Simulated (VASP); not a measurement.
## Ti: single point with PBE

Crystal: Ti.

```
Ti
1.0
     2.68239    0.00000    0.00000
     0.00000    2.68239    0.00000
     0.00000    0.00000    2.74837
Ti
1
Direct
  0.00000 0.00000 0.00000
```

| Quantity | Value |
| --- | --- |
| Program | VASP 6.6.1 |
| Task | single point |
| Functional | PBE |
| Potentials or basis | VASP PAW PBE potentials, release 64 (Ti_sv) |
| Cutoff | 520 eV |
| k mesh | 6 × 6 × 6 |
| Occupations | gaussian, width 0.1 eV |
| Spin | no spin polarisation |

```json
{"Pressure": "-5.4 GPa", "Band gap on the k mesh": "zero (bands 6 and 7 overlap by 2.02 eV)"}
```

Stress tensor (GPa, compression positive):
```
-5.21  0.00  0.00
 0.00 -5.21  0.00
 0.00  0.00 -5.79
```

Levels at points of the mesh, in eV from the Fermi level:
```
           k point  band 3  band 4  band 5  band 6  band 7  band 8  band 9  band 10
(0.00, 0.00, 0.00)  -32.57  -32.57   -5.60   -1.22   -1.20    3.49    3.49     3.62
(0.50, 0.00, 0.00)  -32.59  -32.50   -1.84   -0.52   -0.26    1.68    1.91     3.66
(0.50, 0.50, 0.00)  -33.20  -32.52   -2.46   -0.06    2.10    2.10    4.64     4.90
(0.00, 0.00, 0.50)  -32.52  -32.52   -2.04   -0.64   -0.50    1.99    1.99     3.74
(0.50, 0.00, 0.50)  -33.16  -32.46   -2.42   -0.27    2.24    2.37    4.47     4.62
(0.50, 0.50, 0.50)  -33.13  -33.06   -1.20   -0.99   -0.99    4.52    4.71     8.83
```

It took 8.4 s on 1 thread of AMD EPYC 9R45 (Zen 5) (shared host), peak memory 0.09 GiB.

Caveat: the k points lie up to 0.39 Å⁻¹ apart, too coarse for converged energies and pressures of a metal.
